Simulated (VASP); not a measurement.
# WS2 (lda) (P6_3/mmc) in VASP: single point with LDA

Aim: the single point of WS2 (lda) with LDA.

All numbers are computed with VASP 6.6.1; they aren't measurements. Logs are shortened: lines on timing, memory, paths and dates and some standing lists are left out, and cuts for length are marked.

### 1 The cell of the first run

The structure is hexagonal, space group P6_3/mmc (No. 194). The conventional cell has a = 3.184 Å, b = 3.184 Å, c = 12.978 Å, α = 90.00°, β = 90.00°, γ = 120.00°. Within 3.2 Å of W (site symmetry -6m2) lie 6 S at 2.41 Å and 6 W at 3.18 Å. Within 3.2 Å of S (site symmetry 3m) lie 3 W at 2.41 Å and 7 S at 3.12 to 3.18 Å.

### 2 Single point, LDA

The input, INCAR:

```
ALGO = Normal
EDIFF = 1E-6
ENCUT = 520
ISIF = 2
ISMEAR = 0
LASPH = T
LCHARG = F
LREAL = F
LWAVE = F
NBANDS = 35
NELM = 100
PREC = Accurate
SIGMA = 0.1
```

The input, KPOINTS:

```
k-points
0
Gamma
  6 6 2
```

The input, POSCAR:

```
WS2
1.0
    3.1842228900      0.0000000000      0.0000000000
   -1.5921114500      2.7576179200      0.0000000000
    0.0000000000      0.0000000000     12.9782823600
W S
2 4
Direct
    0.3333333300      0.6666666700      0.2500000000
    0.6666666700      0.3333333300      0.7500000000
    0.3333333300      0.6666666700      0.6298049400
    0.6666666700      0.3333333300      0.1298049400
    0.3333333300      0.6666666700      0.8701950600
    0.6666666700      0.3333333300      0.3701950600
```

Potentials or basis: VASP PAW LDA potentials, release 64 (W_sv, S).

Launch:

```console
$ cat potpaw_LDA.64/W_sv/POTCAR potpaw_LDA.64/S/POTCAR > POTCAR
$ mpirun -np 1 vasp_std > vasp.out
```

OUTCAR:

```text
EDIFF = 1E-6
   ENCUT = 520
   ISIF = 2
   ISMEAR = 0
   LASPH = T
   LREAL = F
   NELM = 100
   PREC = Accurate

 ion  position               nearest neighbor table
   1  0.333  0.667  0.250-   4 2.41   6 2.41   4 2.41   6 2.41   4 2.41   6 2.41
   2  0.667  0.333  0.750-   3 2.41   5 2.41   3 2.41   5 2.41   3 2.41   5 2.41
   3  0.333  0.667  0.630-   2 2.41   2 2.41   2 2.41
   4  0.667  0.333  0.130-   1 2.41   1 2.41   1 2.41
   5  0.333  0.667  0.870-   2 2.41   2 2.41   2 2.41
   6  0.667  0.333  0.370-   1 2.41   1 2.41   1 2.41

  LATTYP: Found a hexagonal cell.
 ALAT       =     3.1842228900
 C/A-ratio  =     4.0758083866

  Lattice vectors:

 A1 = (   3.1842228900,   0.0000000000,   0.0000000000)
 A2 = (  -1.5921114500,   2.7576179200,   0.0000000000)
 A3 = (   0.0000000000,   0.0000000000,  12.9782823600)

Analysis of symmetry for initial positions (statically):
=====================================================================
 Subroutine PRICEL returns:
 Original cell was already a primitive cell.

 Routine SETGRP: Setting up the symmetry group for a
 hexagonal supercell.

 Subroutine GETGRP returns: Found 24 space group operations
 (whereof 12 operations were pure point group operations)
 out of a pool of 24 trial point group operations.

The static configuration has the point symmetry D_3d.
 The point group associated with its full space group is D_6h.

Analysis of symmetry for dynamics (positions and initial velocities):
=====================================================================
 Subroutine PRICEL returns:
 Original cell was already a primitive cell.

 Routine SETGRP: Setting up the symmetry group for a
 hexagonal supercell.

 Subroutine GETGRP returns: Found 24 space group operations
 (whereof 12 operations were pure point group operations)
 out of a pool of 24 trial point group operations.

The dynamic configuration has the point symmetry D_3d.
 The point group associated with its full space group is D_6h.

 Subroutine INISYM returns: Found 24 space group operations
 (whereof 12 operations are pure point group operations),
 and found     1 'primitive' translations

----------------------------------------------------------------------------------------

                                     Primitive cell

  volume of cell :     113.9606

  direct lattice vectors                    reciprocal lattice vectors
     3.184222890  0.000000000  0.000000000     0.314048367  0.181315910  0.000000000
    -1.592111450  2.757617920  0.000000000     0.000000000  0.362631818  0.000000000
     0.000000000  0.000000000 12.978282360     0.000000000  0.000000000  0.077051799

  length of vectors
     3.184222890  3.184222898 12.978282360     0.362631819  0.362631818  0.077051799

  position of ions in fractional coordinates (direct lattice)
     0.333333330  0.666666670  0.250000000
     0.666666670  0.333333330  0.750000000
     0.333333330  0.666666670  0.629804940
     0.666666670  0.333333330  0.129804940
     0.333333330  0.666666670  0.870195060
     0.666666670  0.333333330  0.370195060

  ion indices of the primitive-cell ions
   primitive index   ion index
                 1           1
                 2           2
                 3           3
                 4           4
                 5           5
                 6           6

----------------------------------------------------------------------------------------

 KPOINTS: k-points

Automatic generation of k-mesh.
 Grid dimensions read from file:
 generate k-points for:    6    6    2

 Generating k-lattice:

  Cartesian coordinates                     Fractional coordinates (reciprocal lattice)
     0.052341395  0.030219318  0.000000000     0.166666667  0.000000000  0.000000000
     0.000000000  0.060438636  0.000000000     0.000000000  0.166666667  0.000000000
     0.000000000  0.000000000  0.038525899     0.000000000  0.000000000  0.500000000

  Length of vectors
     0.060438636  0.060438636  0.038525899

  Shift w.r.t. Gamma in fractional coordinates (k-lattice)
     0.000000000  0.000000000  0.000000000

 Subroutine IBZKPT returns following result:
 ===========================================

 Found     14 irreducible k-points:

 Following reciprocal coordinates:
            Coordinates               Weight
  0.000000  0.000000  0.000000      1.000000
  0.166667  0.000000  0.000000      6.000000
  0.333333  0.000000  0.000000      6.000000
  0.500000  0.000000  0.000000      3.000000
  0.166667  0.166667  0.000000      6.000000
  0.333333  0.166667  0.000000     12.000000
  0.333333  0.333333  0.000000      2.000000
  0.000000  0.000000  0.500000      1.000000
  0.166667  0.000000  0.500000      6.000000
  0.333333  0.000000  0.500000      6.000000
  0.500000  0.000000  0.500000      3.000000
  0.166667  0.166667  0.500000      6.000000
  0.333333  0.166667  0.500000     12.000000
  0.333333  0.333333  0.500000      2.000000
   k-points           NKPTS =     14   k-points in BZ     NKDIM =     14   number of bands    NBANDS=     35
   number of dos      NEDOS =    301   number of ions     NIONS =      6
   total plane-waves  NPLWV =  56448
   dimension x,y,z NGX =    24 NGY =   24 NGZ =   98
   dimension x,y,z NGXF=    48 NGYF=   48 NGZF=  196
   ions per type =               2   4
   NGX,Y,Z   is equivalent  to a cutoff of  12.53, 12.53, 12.55 a.u.
   NGXF,Y,Z  is equivalent  to a cutoff of  25.06, 25.06, 25.11 a.u.
 SYSTEM =  unknown system
   PREC   = accura    normal or accurate (medium, high low for compatibility)
   ISTART =      0    job   : 0-new  1-cont  2-samecut
   ICHARG =      2    charge: 1-file 2-atom 10-const
   ISPIN  =      1    spin polarized calculation?
   LNONCOLLINEAR =      F non collinear calculations
   LSORBIT =      F    spin-orbit coupling
   LASPH  =      T    aspherical Exc in radial PAW
   ENCUT  =  520.0 eV  38.22 Ry    6.18 a.u.   5.92  5.92 24.13*2*pi/ulx,y,z
   NELM   =    100;   NELMIN=  2; NELMDL= -5     # of ELM steps
   EDIFF  = 0.1E-05   stopping-criterion for ELM
   LREAL  =      F    real-space projection
   EDIFFG = 0.1E-04   stopping-criterion for IOM
   NSW    =      0    number of steps for IOM
   IBRION =     -1    ionic relax: 0-MD 1-quasi-New 2-CG
   NFREE  =      0    steps in history (QN), initial steepest desc. (CG)
   ISIF   =      2    stress and relaxation
   ISYM   =      2    0-nonsym 1-usesym 2-fastsym
   POTIM  = 0.5000    time-step for ionic-motion
   TEBEG  =    0.0;   TEEND  =   0.0 temperature during run
   PSTRESS=    0.0 pullay stress
   NELECT =      52.0000    total number of electrons
   NUPDOWN=      -1.0000    fix difference up-down
   EMIN   =  10.00;   EMAX   =-10.00  energy-range for DOS
   EFERMI =   0.00;   METHOD = LEGACY
   ISMEAR =     0;   SIGMA  =   0.10  broadening in eV -4-tet -1-fermi 0-gaus
   EFERMI_NEDOS =   21; number of points for ismear=-14 and -15
   IALGO  =     38    algorithm
   IMIX   =      4    mixing-type and parameters
     AMIX     =   0.40;   BMIX     =  1.00
     AMIX_MAG =   1.60;   BMIX_MAG =  1.00
  volume/ion in A,a.u.               =      18.99       128.17
  Fermi-wavevector in a.u.,A,eV,Ry     =   1.260350  2.381715 21.612597  1.588481
  Thomas-Fermi vector in A             =   2.393864
   LORBIT       =      0    0 simple, 1 ext, 2 COOP (PROOUT), +10 PAW based schemes
   GGA     = CA    functional components
   LHFCALC =     F    Hartree Fock is set to
   AEXX    =    0.0000 exact exchange contribution
   IVDW    =     0    specifies the selected vdW correction
   LEPSILON=     F    determine dielectric tensor
   LRPA    =     F    only Hartree local field effects (RPA)
 non-spin polarized calculation
 Gauss-broadening in eV      SIGMA  =   0.10
  energy-cutoff  :      520.00
  volume of cell :      113.96
 maximum number of plane-waves:      3088
 NGX is ok and might be reduce to    24
   NGX = 11   NGY = 11   NGZ = 49

 number of electron      51.9999999 magnetization

 Free energy of the ion-electron system (eV)
  ---------------------------------------------------
  ext. energy  EPLUGINS =         0.00000000
  ---------------------------------------------------
  free energy    TOTEN  =       -52.40346071 eV

  energy without entropy =      -52.40346071  energy(sigma->0) =      -52.40346071

 E-fermi :   7.0362     XC(G=0): -10.8045

 val. band max:        6.3661884243   @ k =   0.0000   0.0000   0.0000
 cond. band min:       7.5214680644   @ k =   0.1667   0.1667   0.0000
 fundamental gap:      1.1552796401
 Fermi energy:         7.0362300500

 k-point     1 :       0.0000    0.0000    0.0000
  band No.  band energies     occupation
      1     -67.7142      2.00000
      2     -67.7142      2.00000
      3     -32.2248      2.00000
      4     -32.2248      2.00000
      5     -32.0619      2.00000
      6     -32.0619      2.00000
[... 27 lines left out ...]
     34       8.9613      0.00000
     35      10.9613      0.00000

 k-point     2 :       0.1667    0.0000    0.0000
  band No.  band energies     occupation
      1     -67.7099      2.00000
      2     -67.7099      2.00000
      3     -32.2092      2.00000
      4     -32.2092      2.00000
      5     -32.1483      2.00000
      6     -32.1483      2.00000
[... 27 lines left out ...]
     34       9.4615      0.00000
     35      12.5191      0.00000

 k-point     3 :       0.3333    0.0000    0.0000
  band No.  band energies     occupation
      1     -67.7013      2.00000
      2     -67.7013      2.00000
      3     -32.3172      2.00000
      4     -32.3172      2.00000
      5     -32.1779      2.00000
      6     -32.1779      2.00000
[... 27 lines left out ...]
     34      10.4208      0.00000
     35      12.2135      0.00000
[... 343 lines left out ...]
 k-point    13 :       0.3333    0.1667    0.5000
  band No.  band energies     occupation
      1     -67.6970      2.00000
      2     -67.6970      2.00000
      3     -32.3578      2.00000
      4     -32.3578      2.00000
      5     -32.1857      2.00000
      6     -32.1857      2.00000
[... 27 lines left out ...]
     34      10.6419      0.00000
     35      12.1635      0.00000

 k-point    14 :       0.3333    0.3333    0.5000
  band No.  band energies     occupation
      1     -67.6949      2.00000
      2     -67.6949      2.00000
      3     -32.3152      2.00000
      4     -32.3152      2.00000
      5     -32.2810      2.00000
      6     -32.2810      2.00000
[... 27 lines left out ...]
     34      11.2064      0.00000
     35      12.6998      0.00000

------------------------ aborting loop because EDIFF is reached ----------------------------------------

  FORCE on cell =-STRESS in cart. coord.  units (eV):
  Direction    XX          YY          ZZ          XY          YZ          ZX
  --------------------------------------------------------------------------------------
  -------------------------------------------------------------------------------------
  Total       -4.3009493     -4.3009493     -2.8871831      0.0000000      0.0000000      0.0000000
  in kB      -60.4672384    -60.4672387    -40.5910366      0.0000001      0.0000000      0.0000000
  external PRESSURE =     -53.8418379 kB  Pullay stress =       0.0000000 kB

 VOLUME and BASIS-vectors are now :
 -----------------------------------------------------------------------------
  energy-cutoff  :      520.00
  volume of cell :      113.96
      direct lattice vectors                 reciprocal lattice vectors
     3.184222890  0.000000000  0.000000000     0.314048367  0.181315910  0.000000000
    -1.592111450  2.757617920  0.000000000     0.000000000  0.362631818  0.000000000
     0.000000000  0.000000000 12.978282360     0.000000000  0.000000000  0.077051799

 POSITION                                       TOTAL-FORCE (eV/Angst)
 -----------------------------------------------------------------------------------
     -0.00000      1.83841      3.24457        -0.000000     -0.000000      0.000000
      1.59211      0.91921      9.73371         0.000000      0.000000      0.000000
     -0.00000      1.83841      8.17379         0.000000      0.000000      0.275829
      1.59211      0.91921      1.68465        -0.000000     -0.000000      0.275829
     -0.00000      1.83841     11.29364         0.000000      0.000000     -0.275829
      1.59211      0.91921      4.80450         0.000000     -0.000000     -0.275829
 -----------------------------------------------------------------------------------
    total drift:                               -0.000010      0.000006     -0.000000

  FREE ENERGIE OF THE ION-ELECTRON SYSTEM (eV)
  ---------------------------------------------------
  free  energy   TOTEN  =       -52.4034607067 eV

  energy  without entropy=      -52.4034607067  energy(sigma->0) =      -52.40346071
```

Run time: 21 s. Hardware: 1 thread of Intel Xeon Platinum 8481C at 2.70GHz (Sapphire Rapids), shared host; peak memory 0.2 GiB.

What came out:

```yaml
Free_energy: -52.4035 eV
Pressure: -5.4 GPa
Largest_force: 0.276 eV/Å
Band_gap_on_the_k_mesh: 1.16 eV, indirect (least direct gap 1.73 eV)
```

Forces in eV/Å, atoms in the order of the input:
```
W    0.000  0.000  0.000
W    0.000  0.000  0.000
S    0.000  0.000  0.276
S    0.000  0.000  0.276
S    0.000  0.000 -0.276
S    0.000  0.000 -0.276
```

Stress tensor (GPa, compression positive):
```
-6.05  0.00  0.00
 0.00 -6.05  0.00
 0.00  0.00 -4.06
```

Caveat: spin-orbit coupling is left out, which moves the levels of the heavy elements. A k mesh can miss the band edges.
